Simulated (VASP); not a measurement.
# Pd (Pm-3m) in VASP: notebook

The runs below take Pd through single point, relaxation of cell and atoms, with PBEsol.

Everything below comes from runs of VASP 6.6.1. Logs are shortened: lines on timing, memory, paths and dates and some standing lists are left out, and cuts for length are marked.

### Step 1. The cell of the first run

The structure is cubic, space group Pm-3m (No. 221). The conventional cell has a = 2.506 Å, b = 2.506 Å, c = 2.506 Å, α = 90.00°, β = 90.00°, γ = 90.00°. Within 3.3 Å of Pd (site symmetry m-3m) lie 6 Pd at 2.51 Å.

### Step 2. Single point, PBEsol

INCAR reads:

```
PREC = Accurate
ENCUT = 520
EDIFF = 1E-6
ISMEAR = 0
SIGMA = 0.1
LREAL = F
LASPH = T
NELM = 80
ALGO = Normal
ISIF = 2
LWAVE = F
LCHARG = F
GGA = PS
NBANDS = 11
```

KPOINTS reads:

```
regular mesh
0
Gamma
  8 8 8
```

POSCAR reads:

```
Pd
1.0
    2.5058634109      0.0000000000      0.0000000000
    0.0000000000      2.5058634109      0.0000000000
    0.0000000000      0.0000000000      2.5058634109
Pd
1
Direct
    0.0000000000      0.0000000000      0.0000000000
```

Potentials or basis: VASP PAW PBE potentials, release 64 (Pd).

Started as:

```
$ cat potpaw_PBE.64/Pd/POTCAR > POTCAR
$ mpirun -np 1 vasp_std > vasp.out
```

OUTCAR:

```text
PREC = Accurate
   ENCUT = 520
   EDIFF = 1E-6
   ISMEAR = 0
   LREAL = F
   LASPH = T
   NELM = 80
   ISIF = 2
   GGA = PS

 ion  position               nearest neighbor table
   1  0.000  0.000  0.000-

  LATTYP: Found a simple cubic cell.
 ALAT       =     2.5058634109

  Lattice vectors:

 A1 = (   2.5058634109,   0.0000000000,   0.0000000000)
 A2 = (   0.0000000000,   2.5058634109,   0.0000000000)
 A3 = (   0.0000000000,   0.0000000000,   2.5058634109)

Analysis of symmetry for initial positions (statically):
=====================================================================
 Subroutine PRICEL returns:
 Original cell was already a primitive cell.

 Routine SETGRP: Setting up the symmetry group for a
 simple cubic supercell.

 Subroutine GETGRP returns: Found 48 space group operations
 (whereof 48 operations were pure point group operations)
 out of a pool of 48 trial point group operations.

The static configuration has the point symmetry O_h .

Analysis of symmetry for dynamics (positions and initial velocities):
=====================================================================
 Subroutine PRICEL returns:
 Original cell was already a primitive cell.

 Routine SETGRP: Setting up the symmetry group for a
 simple cubic supercell.

 Subroutine GETGRP returns: Found 48 space group operations
 (whereof 48 operations were pure point group operations)
 out of a pool of 48 trial point group operations.

The dynamic configuration has the point symmetry O_h .

 Subroutine INISYM returns: Found 48 space group operations
 (whereof 48 operations are pure point group operations),
 and found     1 'primitive' translations

----------------------------------------------------------------------------------------

                                     Primitive cell

  volume of cell :      15.7352

  direct lattice vectors                    reciprocal lattice vectors
     2.505863411  0.000000000  0.000000000     0.399064049  0.000000000  0.000000000
     0.000000000  2.505863411  0.000000000     0.000000000  0.399064049  0.000000000
     0.000000000  0.000000000  2.505863411     0.000000000  0.000000000  0.399064049

  length of vectors
     2.505863411  2.505863411  2.505863411     0.399064049  0.399064049  0.399064049

  position of ions in fractional coordinates (direct lattice)
     0.000000000  0.000000000  0.000000000

  ion indices of the primitive-cell ions
   primitive index   ion index
                 1           1

----------------------------------------------------------------------------------------

 KPOINTS: regular mesh

Automatic generation of k-mesh.
 Grid dimensions read from file:
 generate k-points for:    8    8    8

 Generating k-lattice:

  Cartesian coordinates                     Fractional coordinates (reciprocal lattice)
     0.049883006  0.000000000  0.000000000     0.125000000  0.000000000  0.000000000
     0.000000000  0.049883006  0.000000000     0.000000000  0.125000000  0.000000000
     0.000000000  0.000000000  0.049883006     0.000000000  0.000000000  0.125000000

  Length of vectors
     0.049883006  0.049883006  0.049883006

  Shift w.r.t. Gamma in fractional coordinates (k-lattice)
     0.000000000  0.000000000  0.000000000

 Subroutine IBZKPT returns following result:
 ===========================================

 Found     35 irreducible k-points:

 Following reciprocal coordinates:
            Coordinates               Weight
  0.000000  0.000000  0.000000      1.000000
  0.125000  0.000000  0.000000      6.000000
  0.250000  0.000000  0.000000      6.000000
  0.375000  0.000000  0.000000      6.000000
  0.500000  0.000000  0.000000      3.000000
  0.125000  0.125000  0.000000     12.000000
[... 16 lines left out ...]
  0.375000  0.375000  0.125000     24.000000
  0.500000  0.375000  0.125000     24.000000
 [... further k-points ...]
   k-points           NKPTS =     35   k-points in BZ     NKDIM =     35   number of bands    NBANDS=     11
   number of dos      NEDOS =    301   number of ions     NIONS =      1
   total plane-waves  NPLWV =   8000
   dimension x,y,z NGX =    20 NGY =   20 NGZ =   20
   dimension x,y,z NGXF=    40 NGYF=   40 NGZF=   40
   ions per type =               1
   NGX,Y,Z   is equivalent  to a cutoff of  13.27, 13.27, 13.27 a.u.
   NGXF,Y,Z  is equivalent  to a cutoff of  26.54, 26.54, 26.54 a.u.
 SYSTEM =  unknown system
   PREC   = accura    normal or accurate (medium, high low for compatibility)
   ISTART =      0    job   : 0-new  1-cont  2-samecut
   ICHARG =      2    charge: 1-file 2-atom 10-const
   ISPIN  =      1    spin polarized calculation?
   LNONCOLLINEAR =      F non collinear calculations
   LSORBIT =      F    spin-orbit coupling
   LASPH  =      T    aspherical Exc in radial PAW
   ENCUT  =  520.0 eV  38.22 Ry    6.18 a.u.   4.66  4.66  4.66*2*pi/ulx,y,z
   NELM   =     80;   NELMIN=  2; NELMDL= -5     # of ELM steps
   EDIFF  = 0.1E-05   stopping-criterion for ELM
   LREAL  =      F    real-space projection
   EDIFFG = 0.1E-04   stopping-criterion for IOM
   NSW    =      0    number of steps for IOM
   IBRION =     -1    ionic relax: 0-MD 1-quasi-New 2-CG
   NFREE  =      0    steps in history (QN), initial steepest desc. (CG)
   ISIF   =      2    stress and relaxation
   ISYM   =      2    0-nonsym 1-usesym 2-fastsym
   POTIM  = 0.5000    time-step for ionic-motion
   TEBEG  =    0.0;   TEEND  =   0.0 temperature during run
   PSTRESS=    0.0 pullay stress
   NELECT =      10.0000    total number of electrons
   NUPDOWN=      -1.0000    fix difference up-down
   EMIN   =  10.00;   EMAX   =-10.00  energy-range for DOS
   EFERMI =   0.00;   METHOD = LEGACY
   ISMEAR =     0;   SIGMA  =   0.10  broadening in eV -4-tet -1-fermi 0-gaus
   EFERMI_NEDOS =   21; number of points for ismear=-14 and -15
   IALGO  =     38    algorithm
   IMIX   =      4    mixing-type and parameters
     AMIX     =   0.40;   BMIX     =  1.00
     AMIX_MAG =   1.60;   BMIX_MAG =  1.00
  volume/ion in A,a.u.               =      15.74       106.19
  Fermi-wavevector in a.u.,A,eV,Ry     =   1.407508  2.659804 26.954200  1.981078
  Thomas-Fermi vector in A             =   2.529760
   LORBIT       =      0    0 simple, 1 ext, 2 COOP (PROOUT), +10 PAW based schemes
   GGA     = PS    functional components
   LHFCALC =     F    Hartree Fock is set to
   AEXX    =    0.0000 exact exchange contribution
   IVDW    =     0    specifies the selected vdW correction
   LEPSILON=     F    determine dielectric tensor
   LRPA    =     F    only Hartree local field effects (RPA)
 non-spin polarized calculation
 Gauss-broadening in eV      SIGMA  =   0.10
  energy-cutoff  :      520.00
  volume of cell :       15.74
 maximum number of plane-waves:       441
 NGX is ok and might be reduce to    20
   NGX =  9   NGY =  9   NGZ =  9

 number of electron      10.0000000 magnetization

 number of electron       9.9999998 magnetization

 Free energy of the ion-electron system (eV)
  ---------------------------------------------------
  ext. energy  EPLUGINS =         0.00000000
  ---------------------------------------------------
  free energy    TOTEN  =        -5.30838139 eV

  energy without entropy =       -5.30038327  energy(sigma->0) =       -5.30438233

 E-fermi :   8.8518     XC(G=0): -12.8579

 val. band max:        8.8456101043   @ k =   0.3750   0.3750   0.3750
 cond. band min:       8.8873506488   @ k =   0.5000   0.3750   0.3750
 fundamental gap:      0.0417405445
 Fermi energy:         8.8518357482

 k-point     1 :       0.0000    0.0000    0.0000
  band No.  band energies     occupation
      1       1.9712      2.00000
      2       3.4566      2.00000
      3       3.4566      2.00000
      4       8.9217      0.32341
      5       8.9217      0.32341
      6       8.9217      0.32340
      7      26.1350      0.00000
      8      26.1350      0.00000
      9      26.1350      0.00000
     10      33.1943      0.00000
     11      33.2193      0.00000

 k-point     2 :       0.1250    0.0000    0.0000
  band No.  band energies     occupation
      1       2.3881      2.00000
      2       3.5356      2.00000
      3       3.8597      2.00000
      4       8.6008      1.99961
      5       8.6008      1.99961
      6       8.9476      0.17584
      7      23.4660      0.00000
      8      26.8768      0.00000
      9      26.8768      0.00000
     10      31.8834      0.00000
     11      33.1535      0.00000

 k-point     3 :       0.2500    0.0000    0.0000
  band No.  band energies     occupation
      1       3.2318      2.00000
      2       3.7323      2.00000
      3       5.2505      2.00000
      4       7.8949      2.00000
      5       7.8949      2.00000
      6       9.0107      0.02467
      7      19.4986      0.00000
      8      28.7847      0.00000
      9      28.7847      0.00000
     10      29.6583      0.00000
     11      32.7311      0.00000

 k-point     4 :       0.3750    0.0000    0.0000
  band No.  band energies     occupation
      1       3.9379      2.00000
      2       3.9590      2.00000
      3       7.2646      2.00000
      4       7.2646      2.00000
      5       7.4153      2.00000
      6       9.0746      0.00163
      7      16.0973      0.00000
      8      27.9851      0.00000
      9      31.1765      0.00000
     10      31.1765      0.00000
     11      31.6068      0.00000
[... 239 lines left out ...]
 k-point    22 :       0.5000    0.2500    0.1250
  band No.  band energies     occupation
      1       4.5380      2.00000
      2       5.0483      2.00000
      3       6.4796      2.00000
      4       6.6135      2.00000
      5       7.9244      2.00000
      6      12.8641      0.00000
      7      14.7693      0.00000
      8      25.4972      0.00000
      9      27.2348      0.00000
     10      29.0105      0.00000
     11      32.7623      0.00000

 k-point    23 :       0.3750    0.3750    0.1250
  band No.  band energies     occupation
      1       3.9150      2.00000
      2       5.1926      2.00000
      3       6.8506      2.00000
      4       6.8974      2.00000
      5       8.5421      1.99999
      6      12.0179      0.00000
      7      17.6123      0.00000
      8      21.8836      0.00000
      9      26.0987      0.00000
     10      29.7959      0.00000
     11      33.6502      0.00000

 k-point    24 :       0.5000    0.3750    0.1250
  band No.  band energies     occupation
      1       3.6243      2.00000
      2       5.3284      2.00000
      3       6.6367      2.00000
      4       6.9442      2.00000
      5       9.1615      0.00001
      6      14.5940      0.00000
      7      15.1525      0.00000
      8      22.9165      0.00000
      9      23.6454      0.00000
     10      30.5576      0.00000
     11      32.9716      0.00000

 [... further k-points ...]
[... 5 lines left out ...]
  --------------------------------------------------------------------------------------
  -------------------------------------------------------------------------------------
  Total        1.1958628      1.1958628      1.1958628      0.0000000      0.0000000     -0.0000000
  in kB      121.7642396    121.7642396    121.7642396      0.0000000      0.0000000     -0.0000000
  external PRESSURE =     121.7642396 kB  Pullay stress =       0.0000000 kB

 VOLUME and BASIS-vectors are now :
 -----------------------------------------------------------------------------
  energy-cutoff  :      520.00
  volume of cell :       15.74
      direct lattice vectors                 reciprocal lattice vectors
     2.505863411  0.000000000  0.000000000     0.399064049  0.000000000  0.000000000
     0.000000000  2.505863411  0.000000000     0.000000000  0.399064049  0.000000000
     0.000000000  0.000000000  2.505863411     0.000000000  0.000000000  0.399064049

 POSITION                                       TOTAL-FORCE (eV/Angst)
 -----------------------------------------------------------------------------------
      0.00000      0.00000      0.00000         0.000000      0.000000      0.000000
 -----------------------------------------------------------------------------------
    total drift:                               -0.000000     -0.000000     -0.000000

  FREE ENERGIE OF THE ION-ELECTRON SYSTEM (eV)
  ---------------------------------------------------
  free  energy   TOTEN  =        -5.3083813855 eV

  energy  without entropy=       -5.3003832657  energy(sigma->0) =       -5.30438233
```

It took 6.7 s on 1 thread of AMD EPYC 7R13 (Zen 3), shared host; peak memory 0.09 GiB.

What came out:

```yaml
Free_energy: -5.3084 eV
Pressure: 12.2 GPa
Band_gap_on_the_k_mesh: zero (band 5 reaches 10.39 eV, above the bottom of band 6 at 8.12 eV)
```

Caveat: the PAW data sets were made with another functional, which shifts forces and pressure a little.

### Step 3. Relaxation of cell and atoms, PBEsol

INCAR reads:

```
SYSTEM = Pd
PREC = Accurate
ENCUT = 600
EDIFF = 1E-6
ISMEAR = 0
SIGMA = 0.1
LREAL = .False.
LASPH = .True.
NELM = 80
ALGO = Fast
ISIF = 3
LWAVE = .False.
LCHARG = .False.
GGA = PS
IBRION = 2
NSW = 90
EDIFFG = -0.04
```

KPOINTS reads:

```
Automatic mesh
0
Gamma
  6 6 6
  0 0 0
```

POSCAR is that of step 2.

Potentials or basis: VASP PAW PBE potentials, release 64 (Pd).

Started as:

```
$ cat potpaw_PBE.64/Pd/POTCAR > POTCAR
$ mpirun -np 1 vasp_std > vasp.out
```

Wall time 16 s (1 thread of AMD EPYC 7R13 (Zen 3), shared host); peak memory 0.1 GiB.

Results (log left out):

```yaml
Free_energy: -5.3180 eV
Relaxed_volume: 16.95 Å³/atom
Relaxed_cell: a = 2.569 Å, b = 2.569 Å, c = 2.569 Å, α = 90.00°, β = 90.00°, γ = 90.00°
Space_group_after_relaxing_to_0.05_Å: Pm-3m (No. 221)
Energy_gained_by_relaxing: 45.0 meV/atom
Ionic_steps: 3
Pressure_after_relaxing: -0.3 GPa
Band_gap_on_the_k_mesh: zero (band 5 reaches 9.09 eV, above the bottom of band 6 at 7.07 eV)
```

The path:
| step | energy change (eV) | largest force (eV/Å) | pressure (GPa) | volume (Å³) |
| --- | --- | --- | --- | --- |
| 1 | 0.0000 | 0.0000 | 13.12 | 15.74 |
| 2 | 0.0374 | 0.0000 | -12.17 | 18.86 |
| 3 | -0.0450 | 0.0000 | -0.30 | 16.95 |

Final structure:
```
Pd
1.0
     2.56898    0.00000    0.00000
     0.00000    2.56898    0.00000
     0.00000    0.00000    2.56898
Pd
1
Direct
  0.00000 0.00000 0.00000
```

Levels at points of the mesh, in eV from the Fermi level:
```tsv
k point	band 2	band 3	band 4	band 5	band 6	band 7	band 8	band 9
(0.00, 0.00, 0.00)	-4.66	-4.66	0.19	0.19	0.19	16.87	16.87	16.87
(0.50, 0.00, 0.00)	-4.01	-1.48	-1.48	0.34	0.35	5.23	18.50	21.59
(0.50, 0.50, 0.00)	-3.46	-1.16	-1.16	1.42	5.67	5.67	12.18	12.72
(0.50, 0.50, 0.50)	-3.99	-3.99	1.52	1.52	11.09	11.57	11.57	11.57
```

Caveat: the k points lie up to 0.41 Å⁻¹ apart in the final cell; the PAW data sets were made with another functional, which shifts forces and pressure a little.
